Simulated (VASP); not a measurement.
A run of VASP 6.6.1:

The input INCAR:

```
SYSTEM = NaCl
PREC     = Accurate       ! precision mode
ENCUT    = 520            ! plane-wave cutoff, eV
EDIFF    = 1E-7           ! SCF threshold, eV
ISMEAR   = 0              ! smearing method
SIGMA    = 0.05           ! smearing width, eV
LREAL    = .FALSE.        ! projectors in reciprocal space
LASPH    = .TRUE.         ! aspherical terms in the spheres
NELM     = 80             ! most SCF steps
ALGO     = Normal         ! electronic algorithm
ISIF     = 2              ! what is computed and relaxed
LWAVE    = .FALSE.        ! write WAVECAR
LCHARG   = .FALSE.        ! write CHGCAR
GGA      = PS             ! functional
NBANDS   = 14             ! bands
```

KPOINTS

```
Automatic mesh
0
G
  8 8 8
  0 0 0
```

POSCAR

```
NaCl
1.0
    0.0000000000      2.7184800000      3.0582900000
    2.7184800000      0.0000000000      3.0582900000
    2.7184800000      2.7184800000      0.0000000000
Na Cl
1 1
Direct
    0.0000000000      0.0000000000      0.0000000000
    0.5000000000      0.5000000000      0.5000000000
```

Potentials or basis: VASP PAW PBE potentials, release 64 (Na_pv, Cl).

Command:

```bash
$ cat potpaw_PBE.64/Na_pv/POTCAR potpaw_PBE.64/Cl/POTCAR > POTCAR
$ mpirun -np 1 vasp_std > vasp.out
```

Hardware: 1 thread of Intel Xeon 8259CL (shared host).

Question: Estimate the wall time of this run.

Answer: Wall time 57 s on 1 thread of Intel Xeon 8259CL, with other jobs on the host, peak memory 0.18 GiB. Counts: scf iterations 14, k points 59.
